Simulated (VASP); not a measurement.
Set up this calculation in VASP 6.6.1, as the native input.

| Quantity | Value |
| --- | --- |
| Task | single point |
| Functional | r2SCAN |
| Potentials or basis | VASP PAW PBE potentials, release 64 (Si, C) |
| Cutoff | 520 eV |
| k mesh | 12 × 12 × 12 |
| Occupations | fermi-dirac, width 0.02 eV |
| Spin | no spin polarisation |
| Dipole correction | no |
| Further INCAR settings | ALGO = Normal; EDIFF = 1e-06; NBANDS = 11 |

The system is SiC.

```
CELL_PARAMETERS angstrom
0.00000 2.17832 2.17832
2.17832 0.00000 2.17832
2.17832 2.17832 0.00000
ATOMIC_POSITIONS crystal
Si 0.00000 0.00000 0.00000
C 0.25000 0.25000 0.25000
```

One way to write it, as run:

POSCAR

```
SiC
1.0
    0.0000000000      2.1783189300      2.1783189300
    2.1783189300      0.0000000000      2.1783189300
    2.1783189300      2.1783189300      0.0000000000
Si C
1 1
Direct
    0.0000000000      0.0000000000      0.0000000000
    0.2500000000      0.2500000000      0.2500000000
```

INCAR.step1

```
PREC     = Accurate       # precision mode
ENCUT    = 520            # plane-wave cutoff, eV
ISMEAR   = -1             # smearing method
SIGMA    = 0.02           # smearing width, eV
LREAL    = F              # projectors in reciprocal space
LASPH    = T              # aspherical terms in the spheres
NELM     = 100            # most SCF steps
NBANDS   = 11             # bands
GGA      = PE             # functional
ALGO     = Normal         # electronic algorithm
EDIFF    = 1E-4           # SCF threshold, eV
LWAVE    = T              # write WAVECAR
LCHARG   = F              # write CHGCAR
```

INCAR.step2

```
PREC     = Accurate       # precision mode
ENCUT    = 520            # plane-wave cutoff, eV
EDIFF    = 1E-6           # SCF threshold, eV
ISMEAR   = -1             # smearing method
SIGMA    = 0.02           # smearing width, eV
LREAL    = F              # projectors in reciprocal space
LASPH    = T              # aspherical terms in the spheres
NELM     = 100            # most SCF steps
ALGO     = Normal         # electronic algorithm
ISIF     = 2              # what is computed and relaxed
LWAVE    = F              # write WAVECAR
LCHARG   = T              # write CHGCAR
METAGGA  = R2SCAN         # meta-GGA
LMIXTAU  = T            
LELF     = T              # ELF
LVHAR    = T            
NBANDS   = 11             # bands
ISTART   = 1
```

KPOINTS

```
regular mesh
0
Gamma
  12 12 12
```

Potentials or basis: VASP PAW PBE potentials, release 64 (Si, C).

Launch:

```bash
$ cat potpaw_PBE.64/Si/POTCAR potpaw_PBE.64/C/POTCAR > POTCAR
$ cp INCAR.step1 INCAR
$ mpirun -np 1 vasp_std > vasp.out
$ cp INCAR.step2 INCAR
$ mpirun -np 1 vasp_std > vasp.out
```

It gave:

```json
{
 "Pressure": "-0.2 GPa",
 "Band gap on the k mesh": "1.72 eV (least direct gap 5.06 eV)"
}
```

Caveat: the PAW data sets were made with another functional, which shifts forces and pressure a little.

Run time: 23 s on 1 thread of Intel(R) Xeon(R) Platinum 8559C (Emerald Rapids) (shared host), peak memory 0.14 GiB.
